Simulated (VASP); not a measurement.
# LiF (P6_3mc) in VASP: notebook

Runs on LiF. Level: PBE. Tasks: single point.

All numbers are computed with VASP 6.6.1; they aren't measurements. Logs are shortened: lines on timing, memory, paths and dates and some standing lists are left out, and cuts for length are marked.

## 1. The cell of the first run

It takes space group P6_3mc (No. 186, hexagonal). Conventional cell: a = 3.419 Å, b = 3.419 Å, c = 4.753 Å, α = 90.00°, β = 90.00°, γ = 120.00°. Within 2.4 Å of Li (site symmetry 3m) lie 4 F at 1.84 to 2.05 Å. Within 2.4 Å of F (site symmetry 3m) lie 4 Li at 1.84 to 2.05 Å.

## 2. Single point, PBE (volume 12.029 Å^3 an atom, c/a of the conventional cell 1.3900)

File INCAR:

```
SYSTEM = LiF
  ALGO = Normal
  EDIFF = 1E-6
  ENCUT = 520
  GGA = PE
  ISIF = 2
  ISMEAR = 0
  LASPH = .True.
  LCHARG = .False.
  LREAL = .False.
  LWAVE = .False.
  NBANDS = 18
  NELM = 60
  PREC = Accurate
  SIGMA = 0.05
```

File KPOINTS:

```
k-points
0
Gamma
  9 9 6
  0 0 0
```

File POSCAR:

```
LiF
1.0
    3.4191227662      0.0000000000      0.0000000000
   -1.7095613831      2.9610471742      0.0000000000
    0.0000000000      0.0000000000      4.7525806451
Li F
2 2
Direct
    0.3333333333      0.6666666667      0.3810713234
    0.6666666667      0.3333333333      0.8810713234
    0.3333333333      0.6666666667      0.9939266766
    0.6666666667      0.3333333333      0.4939266766
```

Potentials or basis: VASP PAW PBE potentials, release 64 (Li_sv, F).

Run with:

```bash
cat potpaw_PBE.64/Li_sv/POTCAR potpaw_PBE.64/F/POTCAR > POTCAR
mpirun -np 1 vasp_std > vasp.out
```

OUTCAR:

```text
SYSTEM = LiF
   EDIFF = 1E-6
   ENCUT = 520
   GGA = PE
   ISIF = 2
   ISMEAR = 0
   LASPH = .True.
   LREAL = .False.
   NELM = 60
   PREC = Accurate

 ion  position               nearest neighbor table
   1  0.333  0.667  0.381-   3 1.84   4 2.05   4 2.05   4 2.05
   2  0.667  0.333  0.881-   4 1.84   3 2.05   3 2.05   3 2.05
   3  0.333  0.667  0.994-   1 1.84   2 2.05   2 2.05   2 2.05
   4  0.667  0.333  0.494-   2 1.84   1 2.05   1 2.05   1 2.05

  LATTYP: Found a hexagonal cell.
 ALAT       =     3.4191227662
 C/A-ratio  =     1.3900000000

  Lattice vectors:

 A1 = (   3.4191227662,   0.0000000000,   0.0000000000)
 A2 = (  -1.7095613831,   2.9610471742,   0.0000000000)
 A3 = (   0.0000000000,   0.0000000000,   4.7525806451)

Analysis of symmetry for initial positions (statically):
=====================================================================
 Subroutine PRICEL returns:
 Original cell was already a primitive cell.

 Routine SETGRP: Setting up the symmetry group for a
 hexagonal supercell.

 Subroutine GETGRP returns: Found 12 space group operations
 (whereof  6 operations were pure point group operations)
 out of a pool of 24 trial point group operations.

The static configuration has the point symmetry C_3v.
 The point group associated with its full space group is C_6v.

Analysis of symmetry for dynamics (positions and initial velocities):
=====================================================================
 Subroutine PRICEL returns:
 Original cell was already a primitive cell.

 Routine SETGRP: Setting up the symmetry group for a
 hexagonal supercell.

 Subroutine GETGRP returns: Found 12 space group operations
 (whereof  6 operations were pure point group operations)
 out of a pool of 24 trial point group operations.

The dynamic configuration has the point symmetry C_3v.
 The point group associated with its full space group is C_6v.

 Subroutine INISYM returns: Found 12 space group operations
 (whereof  6 operations are pure point group operations),
 and found     1 'primitive' translations

----------------------------------------------------------------------------------------

                                     Primitive cell

  volume of cell :      48.1160

  direct lattice vectors                    reciprocal lattice vectors
     3.419122766  0.000000000  0.000000000     0.292472680  0.168859181  0.000000000
    -1.709561383  2.961047174  0.000000000     0.000000000  0.337718362  0.000000000
     0.000000000  0.000000000  4.752580645     0.000000000  0.000000000  0.210412000

  length of vectors
     3.419122766  3.419122766  4.752580645     0.337718362  0.337718362  0.210412000

  position of ions in fractional coordinates (direct lattice)
     0.333333333  0.666666667  0.381071323
     0.666666667  0.333333333  0.881071323
     0.333333333  0.666666667  0.993926677
     0.666666667  0.333333333  0.493926677

  ion indices of the primitive-cell ions
   primitive index   ion index
                 1           1
                 2           2
                 3           3
                 4           4

----------------------------------------------------------------------------------------

 KPOINTS: k-points

Automatic generation of k-mesh.
 Grid dimensions read from file:
 generate k-points for:    9    9    6

 Generating k-lattice:

  Cartesian coordinates                     Fractional coordinates (reciprocal lattice)
     0.032496964  0.018762131  0.000000000     0.111111111  0.000000000  0.000000000
     0.000000000  0.037524262  0.000000000     0.000000000  0.111111111  0.000000000
     0.000000000  0.000000000  0.035068667     0.000000000  0.000000000  0.166666667

  Length of vectors
     0.037524262  0.037524262  0.035068667

  Shift w.r.t. Gamma in fractional coordinates (k-lattice)
     0.000000000  0.000000000  0.000000000

 Subroutine IBZKPT returns following result:
 ===========================================

 Found     48 irreducible k-points:

 Following reciprocal coordinates:
            Coordinates               Weight
  0.000000  0.000000  0.000000      1.000000
  0.111111  0.000000  0.000000      6.000000
  0.222222  0.000000  0.000000      6.000000
  0.333333  0.000000  0.000000      6.000000
  0.444444  0.000000  0.000000      6.000000
  0.111111  0.111111  0.000000      6.000000
[... 16 lines left out ...]
  0.333333  0.222222  0.166667     24.000000
  0.333333  0.333333  0.166667      4.000000
 [... further k-points ...]
   k-points           NKPTS =     48   k-points in BZ     NKDIM =     48   number of bands    NBANDS=     18
   number of dos      NEDOS =    301   number of ions     NIONS =      4
   total plane-waves  NPLWV =  28224
   dimension x,y,z NGX =    28 NGY =   28 NGZ =   36
   dimension x,y,z NGXF=    56 NGYF=   56 NGZF=   72
   ions per type =               2   2
   NGX,Y,Z   is equivalent  to a cutoff of  13.61, 13.61, 12.59 a.u.
   NGXF,Y,Z  is equivalent  to a cutoff of  27.23, 27.23, 25.19 a.u.
 SYSTEM =  LiF
   PREC   = accura    normal or accurate (medium, high low for compatibility)
   ISTART =      0    job   : 0-new  1-cont  2-samecut
   ICHARG =      2    charge: 1-file 2-atom 10-const
   ISPIN  =      1    spin polarized calculation?
   LNONCOLLINEAR =      F non collinear calculations
   LSORBIT =      F    spin-orbit coupling
   LASPH  =      T    aspherical Exc in radial PAW
   ENCUT  =  520.0 eV  38.22 Ry    6.18 a.u.   6.36  6.36  8.84*2*pi/ulx,y,z
   NELM   =     60;   NELMIN=  2; NELMDL= -5     # of ELM steps
   EDIFF  = 0.1E-05   stopping-criterion for ELM
   LREAL  =      F    real-space projection
   EDIFFG = 0.1E-04   stopping-criterion for IOM
   NSW    =      0    number of steps for IOM
   IBRION =     -1    ionic relax: 0-MD 1-quasi-New 2-CG
   NFREE  =      0    steps in history (QN), initial steepest desc. (CG)
   ISIF   =      2    stress and relaxation
   ISYM   =      2    0-nonsym 1-usesym 2-fastsym
   POTIM  = 0.5000    time-step for ionic-motion
   TEBEG  =    0.0;   TEEND  =   0.0 temperature during run
   PSTRESS=    0.0 pullay stress
   NELECT =      20.0000    total number of electrons
   NUPDOWN=      -1.0000    fix difference up-down
   EMIN   =  10.00;   EMAX   =-10.00  energy-range for DOS
   EFERMI =   0.00;   METHOD = LEGACY
   ISMEAR =     0;   SIGMA  =   0.05  broadening in eV -4-tet -1-fermi 0-gaus
   EFERMI_NEDOS =   21; number of points for ismear=-14 and -15
   IALGO  =     38    algorithm
   IMIX   =      4    mixing-type and parameters
     AMIX     =   0.40;   BMIX     =  1.00
     AMIX_MAG =   1.60;   BMIX_MAG =  1.00
  volume/ion in A,a.u.               =      12.03        81.18
  Fermi-wavevector in a.u.,A,eV,Ry     =   1.221767  2.308804 20.309609  1.492714
  Thomas-Fermi vector in A             =   2.356937
   LORBIT       =      0    0 simple, 1 ext, 2 COOP (PROOUT), +10 PAW based schemes
   GGA     = PE    functional components
   LHFCALC =     F    Hartree Fock is set to
   AEXX    =    0.0000 exact exchange contribution
   IVDW    =     0    specifies the selected vdW correction
   LEPSILON=     F    determine dielectric tensor
   LRPA    =     F    only Hartree local field effects (RPA)
 non-spin polarized calculation
 Gauss-broadening in eV      SIGMA  =   0.05
  energy-cutoff  :      520.00
  volume of cell :       48.12
 maximum number of plane-waves:      1326
 NGX is ok and might be reduce to    28
   NGX = 13   NGY = 13   NGZ = 17

 number of electron      20.0000026 magnetization

 Free energy of the ion-electron system (eV)
  ---------------------------------------------------
  ext. energy  EPLUGINS =         0.00000000
  ---------------------------------------------------
  free energy    TOTEN  =       -19.09154330 eV

  energy without entropy =      -19.09154330  energy(sigma->0) =      -19.09154330

 E-fermi :  -2.8851     XC(G=0):  -8.0072

 val. band max:       -3.1962222818   @ k =   0.0000   0.0000   0.0000
 cond. band min:       3.6105798721   @ k =   0.0000   0.0000   0.0000
 fundamental gap:      6.8068021539
 Fermi energy:        -2.8851077613

 k-point     1 :       0.0000    0.0000    0.0000
  band No.  band energies     occupation
      1     -44.2814      2.00000
      2     -44.2563      2.00000
      3     -22.3939      2.00000
      4     -22.1728      2.00000
      5      -4.9111      2.00000
      6      -3.7392      2.00000
[... 10 lines left out ...]
     17      13.9634      0.00000
     18      17.2477      0.00000

 k-point     2 :       0.1111    0.0000    0.0000
  band No.  band energies     occupation
      1     -44.2801      2.00000
      2     -44.2564      2.00000
      3     -22.3828      2.00000
      4     -22.1739      2.00000
      5      -4.8629      2.00000
      6      -3.8198      2.00000
[... 10 lines left out ...]
     17      14.1693      0.00000
     18      16.2746      0.00000

 k-point     3 :       0.2222    0.0000    0.0000
  band No.  band energies     occupation
      1     -44.2765      2.00000
      2     -44.2567      2.00000
      3     -22.3529      2.00000
      4     -22.1785      2.00000
      5      -4.7380      2.00000
      6      -4.0527      2.00000
[... 10 lines left out ...]
     17      14.4172      0.00000
     18      14.8726      0.00000

 k-point     4 :       0.3333    0.0000    0.0000
  band No.  band energies     occupation
      1     -44.2719      2.00000
      2     -44.2575      2.00000
      3     -22.3133      2.00000
      4     -22.1881      2.00000
      5      -4.6504      2.00000
      6      -4.2503      2.00000
[... 10 lines left out ...]
     17      14.3284      0.00000
     18      14.9410      0.00000

 k-point     5 :       0.4444    0.0000    0.0000
  band No.  band energies     occupation
      1     -44.2681      2.00000
      2     -44.2590      2.00000
      3     -22.2798      2.00000
      4     -22.2027      2.00000
      5      -4.7369      2.00000
      6      -4.1589      2.00000
[... 10 lines left out ...]
     17      14.1573      0.00000
     18      15.1602      0.00000

 k-point     6 :       0.1111    0.1111    0.0000
  band No.  band energies     occupation
      1     -44.2777      2.00000
      2     -44.2565      2.00000
      3     -22.3624      2.00000
      4     -22.1767      2.00000
      5      -4.7739      2.00000
      6      -3.9768      2.00000
[... 10 lines left out ...]
     17      14.4198      0.00000
     18      15.5597      0.00000

 k-point     7 :       0.2222    0.1111    0.0000
  band No.  band energies     occupation
      1     -44.2735      2.00000
      2     -44.2572      2.00000
      3     -22.3274      2.00000
      4     -22.1839      2.00000
      5      -4.6366      2.00000
      6      -4.2787      2.00000
[... 10 lines left out ...]
     17      14.5945      0.00000
     18      14.7914      0.00000

 k-point     8 :       0.3333    0.1111    0.0000
  band No.  band energies     occupation
      1     -44.2691      2.00000
      2     -44.2585      2.00000
      3     -22.2890      2.00000
      4     -22.1975      2.00000
      5      -4.6701      2.00000
      6      -4.3366      2.00000
[... 10 lines left out ...]
     17      14.3372      0.00000
     18      15.0778      0.00000
[... 229 lines left out ...]
     17      14.4113      0.00000
     18      15.1275      0.00000

 k-point    20 :       0.3333    0.1111    0.1667
  band No.  band energies     occupation
      1     -44.2684      2.00000
      2     -44.2592      2.00000
      3     -22.2838      2.00000
      4     -22.2045      2.00000
      5      -4.6706      2.00000
      6      -4.3240      2.00000
[... 10 lines left out ...]
     17      14.2456      0.00000
     18      15.1989      0.00000

 k-point    21 :       0.4444    0.1111    0.1667
  band No.  band energies     occupation
      1     -44.2663      2.00000
      2     -44.2601      2.00000
      3     -22.2651      2.00000
      4     -22.2133      2.00000
      5      -4.7484      2.00000
      6      -4.2102      2.00000
[... 10 lines left out ...]
     17      14.1591      0.00000
     18      15.2644      0.00000

 k-point    22 :       0.2222    0.2222    0.1667
  band No.  band energies     occupation
      1     -44.2687      2.00000
      2     -44.2591      2.00000
      3     -22.2870      2.00000
      4     -22.2029      2.00000
      5      -4.5371      2.00000
      6      -4.5007      2.00000
[... 10 lines left out ...]
     17      14.5489      0.00000
     18      15.4918      0.00000

 k-point    23 :       0.3333    0.2222    0.1667
  band No.  band energies     occupation
      1     -44.2654      2.00000
      2     -44.2605      2.00000
      3     -22.2581      2.00000
      4     -22.2165      2.00000
      5      -4.7077      2.00000
      6      -4.3542      2.00000
[... 10 lines left out ...]
     17      14.3358      0.00000
     18      15.4171      0.00000

 k-point    24 :       0.3333    0.3333    0.1667
  band No.  band energies     occupation
      1     -44.2626      2.00000
      2     -44.2626      2.00000
      3     -22.2344      2.00000
      4     -22.2344      2.00000
      5      -4.7404      2.00000
      6      -4.2458      2.00000
[... 10 lines left out ...]
     17      14.1595      0.00000
     18      15.4963      0.00000

 [... further k-points ...]
[... 5 lines left out ...]
  --------------------------------------------------------------------------------------
  -------------------------------------------------------------------------------------
  Total       -2.2588193     -2.2588193     -0.3033557      0.0000000     -0.0000000      0.0000000
  in kB      -75.2146688    -75.2146688    -10.1012060      0.0000000     -0.0000000      0.0000000
  external PRESSURE =     -53.5101812 kB  Pullay stress =       0.0000000 kB

 VOLUME and BASIS-vectors are now :
 -----------------------------------------------------------------------------
  energy-cutoff  :      520.00
  volume of cell :       48.12
      direct lattice vectors                 reciprocal lattice vectors
     3.419122766  0.000000000  0.000000000     0.292472680  0.168859181  0.000000000
    -1.709561383  2.961047174  0.000000000     0.000000000  0.337718362  0.000000000
     0.000000000  0.000000000  4.752580645     0.000000000  0.000000000  0.210412000

 POSITION                                       TOTAL-FORCE (eV/Angst)
 -----------------------------------------------------------------------------------
     -0.00000      1.97403      1.81107         0.000000     -0.000000      0.264336
      1.70956      0.98702      4.18736        -0.000000      0.000000      0.264336
     -0.00000      1.97403      4.72372        -0.000000      0.000000     -0.264336
      1.70956      0.98702      2.34743         0.000000      0.000000     -0.264336
 -----------------------------------------------------------------------------------
    total drift:                               -0.000000     -0.000000     -0.007619

  FREE ENERGIE OF THE ION-ELECTRON SYSTEM (eV)
  ---------------------------------------------------
  free  energy   TOTEN  =       -19.0915433005 eV

  energy  without entropy=      -19.0915433005  energy(sigma->0) =      -19.09154330
```

It took 53 s on 1 thread of AMD EPYC 7R43 (Zen 3), shared host; peak memory 0.14 GiB.

What came out:

* Free energy: -19.0915 eV
* Largest force: 0.264 eV/Å
* Band gap on the k mesh: 6.81 eV, direct

Forces in eV/Å, atoms in the order of the input:
```
Li   0.000  0.000  0.264
Li   0.000  0.000  0.264
F    0.000  0.000 -0.264
F    0.000  0.000 -0.264
```

Caveat: the cutoff is under 1.25 times the usual one of these potentials, so pressure, stress and relaxed cells hold a basis-set (Pulay) error.

## 3. Single point, PBE (volume 8.711 Å^3 an atom, c/a of the conventional cell 1.7691)

File INCAR:

```
SYSTEM = LiF
ALGO = Normal
EDIFF = 1E-6
ENCUT = 520
GGA = PE
ISIF = 2
ISMEAR = 0
LASPH = .True.
LCHARG = .False.
LREAL = .False.
LWAVE = .False.
NBANDS = 18
NELM = 60
PREC = Accurate
SIGMA = 0.05
```

KPOINTS is that of step 2.

File POSCAR:

```
LiF
1.0
    2.8332289033      0.0000000000      0.0000000000
   -1.4166144516      2.4536482050      0.0000000000
    0.0000000000      0.0000000000      5.0122652529
Li F
2 2
Direct
    0.3333333333      0.6666666667      0.3810713234
    0.6666666667      0.3333333333      0.8810713234
    0.3333333333      0.6666666667      0.9939266766
    0.6666666667      0.3333333333      0.4939266766
```

Potentials or basis: VASP PAW PBE potentials, release 64 (Li_sv, F).

Run with:

```bash
cat potpaw_PBE.64/Li_sv/POTCAR potpaw_PBE.64/F/POTCAR > POTCAR
mpirun -np 1 vasp_std > vasp.out
```

Run time: 49 s. Hardware: 1 thread of AMD EPYC 7R13, shared host; peak memory 0.13 GiB.

The run converged. Its results:

```
Free energy            : -18.8886 eV
Largest force          : 0.623 eV/Å
Band gap on the k mesh : 8.55 eV, direct
```

Forces in eV/Å, atoms in the order of the input:
```
Li   0.000  0.000 -0.623
Li   0.000  0.000 -0.623
F    0.000  0.000  0.623
F    0.000  0.000  0.623
```

Levels at points of the mesh, in eV from the valence-band top:
```tsv
k point	band 8	band 9	band 10	band 11	band 12	band 13
(0.00, 0.00, 0.00)	-0.12	0.00	0.00	8.55	12.39	16.24
(0.00, 0.00, 0.50)	-0.11	-0.11	-0.11	10.22	10.22	17.97
```

Caveat: the cutoff is under 1.25 times the usual one of these potentials, so pressure, stress and relaxed cells hold a basis-set (Pulay) error. A k mesh can miss the band edges.

(Part 1 of 2 ends here.)
